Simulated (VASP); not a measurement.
# GaAs (F-43m) in VASP: a series of runs

GaAs is run at these levels: LDA; tasks: single point.

Everything below comes from runs of VASP 6.6.1. Logs are shortened: lines on timing, memory, paths and dates and some standing lists are left out, and cuts for length are marked.

## 1. The cell of the first run

It takes space group F-43m (No. 216, cubic). Conventional cell: a = 5.603 Å, b = 5.603 Å, c = 5.603 Å, α = 90.00°, β = 90.00°, γ = 90.00°. Within 3.2 Å of Ga (site symmetry -43m) lie 4 As at 2.43 Å. Within 3.2 Å of As (site symmetry -43m) lie 4 Ga at 2.43 Å.

## 2. Single point, LDA

The input, INCAR:

```
SYSTEM = GaAs
PREC = Accurate ; ENCUT = 520
EDIFF = 1E-7 ; ISMEAR = 0
SIGMA = 0.02 ; LREAL = Auto
LASPH = .TRUE. ; NELM = 80
ALGO = Normal ; ISIF = 2
LWAVE = .FALSE. ; LCHARG = .FALSE.
NBANDS = 86
```

The input, KPOINTS:

```
regular mesh
0
G
  3 3 3
  0 0 0
```

The input, POSCAR:

```
GaAs
1.0
    0.0000000000      5.6033815920     -5.6033815920
    5.6033815920      5.6033815920      0.0000000000
    5.6033815920      0.0000000000     -5.6033815920
Ga As
8 8
Direct
    0.5000000000      0.0000000000      0.5000000000
    0.5000000000      0.5000000000      0.5000000000
    0.0000000000      0.0000000000      0.5000000000
    0.0000000000      0.5000000000      0.5000000000
    0.5000000000      0.0000000000      0.0000000000
    0.5000000000      0.5000000000      0.0000000000
    0.0000000000      0.0000000000      0.0000000000
    0.0000000000      0.5000000000      0.0000000000
    0.1250000000      0.1250000000      0.1250000000
    0.1250000000      0.6250000000      0.1250000000
    0.6250000000      0.1250000000      0.1250000000
    0.6250000000      0.6250000000      0.1250000000
    0.1250000000      0.1250000000      0.6250000000
    0.1250000000      0.6250000000      0.6250000000
    0.6250000000      0.1250000000      0.6250000000
    0.6250000000      0.6250000000      0.6250000000
```

Potentials or basis: VASP PAW LDA potentials, release 64 (Ga_d, As).

The run is started by

```console
$ cat potpaw_LDA.64/Ga_d/POTCAR potpaw_LDA.64/As/POTCAR > POTCAR
$ mpirun -np 1 vasp_std > vasp.out
```

OUTCAR:

```text
SYSTEM = GaAs
   PREC = Accurate
   ENCUT = 520
   EDIFF = 1E-7
   ISMEAR = 0
   LREAL = Auto
   LASPH = .TRUE.
   NELM = 80
   ISIF = 2

 ion  position               nearest neighbor table
   1  0.500  0.000  0.500-  15 2.43  13 2.43  11 2.43  16 2.43
   2  0.500  0.500  0.500-  16 2.43  14 2.43  15 2.43  12 2.43
   3  0.000  0.000  0.500-  13 2.43   9 2.43  14 2.43  15 2.43
   4  0.000  0.500  0.500-  14 2.43  13 2.43  10 2.43  16 2.43
   5  0.500  0.000  0.000-  11 2.43   9 2.43  12 2.43  15 2.43
   6  0.500  0.500  0.000-  12 2.43  11 2.43  10 2.43  16 2.43
[... 8 lines left out ...]
  15  0.625  0.125  0.625-   1 2.43   2 2.43   3 2.43   5 2.43
  16  0.625  0.625  0.625-   2 2.43   1 2.43   4 2.43   6 2.43

  LATTYP: Found a face centered cubic cell.
 ALAT       =    11.2067631840

  Lattice vectors:

 A1 = (   0.0000000000,   5.6033815920,  -5.6033815920)
 A2 = (   5.6033815920,   5.6033815920,   0.0000000000)
 A3 = (   5.6033815920,   0.0000000000,  -5.6033815920)

Analysis of symmetry for initial positions (statically):
=====================================================================
 Subroutine PRICEL returns following result:

  LATTYP: Found a face centered cubic cell.
 ALAT       =     5.6033815920

  Lattice vectors:

 A1 = (   0.0000000000,   2.8016907960,  -2.8016907960)
 A2 = (   2.8016907960,   2.8016907960,   0.0000000000)
 A3 = (   2.8016907960,   0.0000000000,  -2.8016907960)

   8 primitive cells build up your supercell.

 Routine SETGRP: Setting up the symmetry group for a
 face centered cubic supercell.

 Subroutine GETGRP returns: Found 24 space group operations
 (whereof 24 operations were pure point group operations)
 out of a pool of 48 trial point group operations.

The static configuration has the point symmetry T_d .

Analysis of symmetry for dynamics (positions and initial velocities):
=====================================================================
 Subroutine PRICEL returns following result:

  LATTYP: Found a face centered cubic cell.
 ALAT       =     5.6033815920

  Lattice vectors:

 A1 = (   0.0000000000,   2.8016907960,  -2.8016907960)
 A2 = (   2.8016907960,   2.8016907960,   0.0000000000)
 A3 = (   2.8016907960,   0.0000000000,  -2.8016907960)

   8 primitive cells build up your supercell.

 Routine SETGRP: Setting up the symmetry group for a
 face centered cubic supercell.

 Subroutine GETGRP returns: Found 24 space group operations
 (whereof 24 operations were pure point group operations)
 out of a pool of 48 trial point group operations.

The dynamic configuration has the point symmetry T_d .

 Subroutine INISYM returns: Found 24 space group operations
 (whereof 24 operations are pure point group operations),
 and found     8 'primitive' translations

----------------------------------------------------------------------------------------

                                     Primitive cell

  volume of cell :      43.9836

  direct lattice vectors                    reciprocal lattice vectors
     0.000000000  2.801690796 -2.801690796    -0.178463662  0.178463662 -0.178463662
     2.801690796  2.801690796  0.000000000     0.178463662  0.178463662  0.178463662
     2.801690796  0.000000000 -2.801690796     0.178463662 -0.178463662 -0.178463662

  length of vectors
     3.962189121  3.962189121  3.962189121     0.309108130  0.309108130  0.309108130

  position of ions in fractional coordinates (direct lattice)
     0.000000000  0.000000000  0.000000000
     0.250000000  0.250000000  0.250000000

  ion indices of the primitive-cell ions
   primitive index   ion index
                 1           1
                 2          15

----------------------------------------------------------------------------------------

 KPOINTS: regular mesh

Automatic generation of k-mesh.
 Grid dimensions read from file:
 generate k-points for:    3    3    3

 Generating k-lattice:

  Cartesian coordinates                     Fractional coordinates (reciprocal lattice)
    -0.029743944  0.029743944 -0.029743944     0.333333333  0.000000000  0.000000000
     0.029743944  0.029743944  0.029743944     0.000000000  0.333333333  0.000000000
     0.029743944 -0.029743944 -0.029743944     0.000000000  0.000000000  0.333333333

  Length of vectors
     0.051518022  0.051518022  0.051518022

  Shift w.r.t. Gamma in fractional coordinates (k-lattice)
     0.000000000  0.000000000  0.000000000

 Subroutine IBZKPT returns following result:
 ===========================================

 Found      4 irreducible k-points:

 Following reciprocal coordinates:
            Coordinates               Weight
  0.000000  0.000000  0.000000      1.000000
  0.333333  0.000000  0.000000      8.000000
  0.333333  0.333333  0.000000      6.000000
 -0.333333  0.333333  0.000000     12.000000
   k-points           NKPTS =      4   k-points in BZ     NKDIM =      4   number of bands    NBANDS=     86
   number of dos      NEDOS =    301   number of ions     NIONS =     16
   total plane-waves  NPLWV = 216000
   dimension x,y,z NGX =    60 NGY =   60 NGZ =   60
   dimension x,y,z NGXF=   120 NGYF=  120 NGZF=  120
   ions per type =               8   8
   NGX,Y,Z   is equivalent  to a cutoff of  12.59, 12.59, 12.59 a.u.
   NGXF,Y,Z  is equivalent  to a cutoff of  25.17, 25.17, 25.17 a.u.
 SYSTEM =  GaAs
   PREC   = accura    normal or accurate (medium, high low for compatibility)
   ISTART =      0    job   : 0-new  1-cont  2-samecut
   ICHARG =      2    charge: 1-file 2-atom 10-const
   ISPIN  =      1    spin polarized calculation?
   LNONCOLLINEAR =      F non collinear calculations
   LSORBIT =      F    spin-orbit coupling
   LASPH  =      T    aspherical Exc in radial PAW
   ENCUT  =  520.0 eV  38.22 Ry    6.18 a.u.  14.73 14.73 14.73*2*pi/ulx,y,z
   NELM   =     80;   NELMIN=  2; NELMDL= -5     # of ELM steps
   EDIFF  = 0.1E-06   stopping-criterion for ELM
   LREAL  =      T    real-space projection
   EDIFFG = 0.1E-05   stopping-criterion for IOM
   NSW    =      0    number of steps for IOM
   IBRION =     -1    ionic relax: 0-MD 1-quasi-New 2-CG
   NFREE  =      0    steps in history (QN), initial steepest desc. (CG)
   ISIF   =      2    stress and relaxation
   ISYM   =      2    0-nonsym 1-usesym 2-fastsym
   POTIM  = 0.5000    time-step for ionic-motion
   TEBEG  =    0.0;   TEEND  =   0.0 temperature during run
   PSTRESS=    0.0 pullay stress
   NELECT =     144.0000    total number of electrons
   NUPDOWN=      -1.0000    fix difference up-down
   EMIN   =  10.00;   EMAX   =-10.00  energy-range for DOS
   EFERMI =   0.00;   METHOD = LEGACY
   ISMEAR =     0;   SIGMA  =   0.02  broadening in eV -4-tet -1-fermi 0-gaus
   EFERMI_NEDOS =   21; number of points for ismear=-14 and -15
   IALGO  =     38    algorithm
   IMIX   =      4    mixing-type and parameters
     AMIX     =   0.40;   BMIX     =  1.00
     AMIX_MAG =   1.60;   BMIX_MAG =  1.00
  volume/ion in A,a.u.               =      21.99       148.41
  Fermi-wavevector in a.u.,A,eV,Ry     =   1.215445  2.296859 20.099990  1.477308
  Thomas-Fermi vector in A             =   2.350832
   LORBIT       =      0    0 simple, 1 ext, 2 COOP (PROOUT), +10 PAW based schemes
   GGA     = CA    functional components
   LHFCALC =     F    Hartree Fock is set to
   AEXX    =    0.0000 exact exchange contribution
   IVDW    =     0    specifies the selected vdW correction
   LEPSILON=     F    determine dielectric tensor
   LRPA    =     F    only Hartree local field effects (RPA)
 non-spin polarized calculation
 Gauss-broadening in eV      SIGMA  =   0.02
  energy-cutoff  :      520.00
  volume of cell :      351.87
 maximum number of plane-waves:      9491
   NGX = 29   NGY = 29   NGZ = 29

 number of electron     144.0000102 magnetization

 Free energy of the ion-electron system (eV)
  ---------------------------------------------------
  ext. energy  EPLUGINS =         0.00000000
  ---------------------------------------------------
  free energy    TOTEN  =       -76.92683354 eV

  energy without entropy =      -76.92683354  energy(sigma->0) =      -76.92683354

 E-fermi :   4.2171     XC(G=0): -10.0284

 val. band max:        4.0704204289   @ k =   0.0000   0.0000   0.0000
 cond. band min:       4.6011414662   @ k =   0.0000   0.0000   0.0000
 fundamental gap:      0.5307210372
 Fermi energy:         4.2170560903

 k-point     1 :       0.0000    0.0000    0.0000
  band No.  band energies     occupation
      1     -11.0399      2.00000
      2     -11.0399      2.00000
      3     -11.0399      2.00000
      4     -11.0068      2.00000
      5     -11.0068      2.00000
      6     -11.0068      2.00000
[... 76 lines left out ...]
     83       5.6012      0.00000
     84       7.7428      0.00000

 k-point     2 :       0.3333    0.0000    0.0000
  band No.  band energies     occupation
      1     -11.0286      2.00000
      2     -11.0286      2.00000
      3     -11.0286      2.00000
      4     -11.0111      2.00000
      5     -11.0111      2.00000
      6     -11.0111      2.00000
[... 76 lines left out ...]
     83       7.3258      0.00000
     84       8.3091      0.00000

 k-point     3 :       0.3333    0.3333    0.0000
  band No.  band energies     occupation
      1     -11.0298      2.00000
      2     -11.0298      2.00000
      3     -11.0161      2.00000
      4     -11.0040      2.00000
      5     -11.0040      2.00000
      6     -11.0040      2.00000
[... 76 lines left out ...]
     83       7.4753      0.00000
     84       7.4753      0.00000

 k-point     4 :      -0.3333    0.3333    0.0000
  band No.  band energies     occupation
      1     -11.0207      2.00000
      2     -11.0204      2.00000
      3     -11.0204      2.00000
      4     -11.0126      2.00000
      5     -11.0126      2.00000
      6     -10.9912      2.00000
[... 76 lines left out ...]
     83       7.8924      0.00000
     84       7.8924      0.00000
 [bands above 84 left out]

------------------------ aborting loop because EDIFF is reached ----------------------------------------

  FORCE on cell =-STRESS in cart. coord.  units (eV):
  Direction    XX          YY          ZZ          XY          YZ          ZX
  --------------------------------------------------------------------------------------
  -------------------------------------------------------------------------------------
  Total        0.5399711      0.5399711      0.5399711     -0.0000000     -0.0000000     -0.0000000
  in kB        2.4586713      2.4586713      2.4586713     -0.0000000     -0.0000000     -0.0000000
  external PRESSURE =       2.4586713 kB  Pullay stress =       0.0000000 kB

 VOLUME and BASIS-vectors are now :
 -----------------------------------------------------------------------------
  energy-cutoff  :      520.00
  volume of cell :      351.87
      direct lattice vectors                 reciprocal lattice vectors
     0.000000000  5.603381592 -5.603381592    -0.089231831  0.089231831 -0.089231831
     5.603381592  5.603381592  0.000000000     0.089231831  0.089231831  0.089231831
     5.603381592  0.000000000 -5.603381592     0.089231831 -0.089231831 -0.089231831

 POSITION                                       TOTAL-FORCE (eV/Angst)
 -----------------------------------------------------------------------------------
      2.80169      2.80169     -5.60338         0.000000      0.000000     -0.000000
      5.60338      5.60338     -5.60338         0.000000      0.000000     -0.000000
      2.80169      0.00000     -2.80169         0.000000      0.000000     -0.000000
      5.60338      2.80169     -2.80169         0.000000      0.000000     -0.000000
      0.00000      2.80169     -2.80169         0.000000      0.000000     -0.000000
      2.80169      5.60338     -2.80169         0.000000      0.000000     -0.000000
[... 8 lines left out ...]
      4.20254      4.20254     -7.00423         0.000000     -0.000000      0.000000
      7.00423      7.00423     -7.00423         0.000000     -0.000000      0.000000
 -----------------------------------------------------------------------------------
    total drift:                               -0.000004     -0.000003      0.000004

  FREE ENERGIE OF THE ION-ELECTRON SYSTEM (eV)
  ---------------------------------------------------
  free  energy   TOTEN  =       -76.9268335441 eV

  energy  without entropy=      -76.9268335441  energy(sigma->0) =      -76.92683354
```

Run time: 4.7 min. Hardware: 1 thread of Intel Xeon Platinum 8488C (Sapphire Rapids), shared host; peak memory 0.41 GiB.

Results:

```yaml
Free_energy: -76.9268 eV
Pressure: 0.2 GPa
Band_gap_on_the_k_mesh: 0.53 eV
```

## 3. Single point, LDA

This run uses another cell than the first one: it holds 2 atoms, not 16.

The input, INCAR:

```
SYSTEM = GaAs
PREC = Accurate
ENCUT = 520
EDIFF = 1E-7
ISMEAR = 0
SIGMA = 0.02
LREAL = .False.
LASPH = .True.
NELM = 100
ALGO = Normal
ISIF = 2
LWAVE = .False.
LCHARG = .False.
ISYM = 0
NBANDS = 16
```

The input, KPOINTS:

```
Automatic mesh
0
Gamma
  12 12 12
  0.5 0.5 0.5
```

The input, POSCAR:

```
GaAs
1.0
    0.0000000000      2.8016907960      2.8016907960
    2.8016907960      0.0000000000      2.8016907960
    2.8016907960      2.8016907960      0.0000000000
Ga As
1 1
Direct
    0.0000000000      0.0000000000      0.0000000000
    0.7500000000      0.7500000000      0.7500000000
```

Potentials or basis: VASP PAW LDA potentials, release 64 (Ga_d, As).

The run is started by

```console
$ cat potpaw_LDA.64/Ga_d/POTCAR potpaw_LDA.64/As/POTCAR > POTCAR
$ mpirun -np 1 vasp_std > vasp.out
```

Wall time 39 min (1 thread of Intel Xeon 6975P-C, shared host); peak memory 2.4 GiB.

It converged, with:

```
Free energy            : -9.6425 eV
Pressure               : 0.3 GPa
Band gap on the k mesh : 0.98 eV, direct
```

Levels at points of the mesh, in eV from the valence-band top:
| k point | band 6 | band 7 | band 8 | band 9 | band 10 | band 11 | band 12 | band 13 |
| --- | --- | --- | --- | --- | --- | --- | --- | --- |
| (0.04, 0.04, 0.04) | -12.91 | -0.47 | 0.00 | 0.00 | 0.98 | 3.74 | 3.76 | 3.76 |

A k mesh can miss the band edges. Expect the measured gap to be larger: semilocal functionals such as LDA lack the derivative discontinuity.
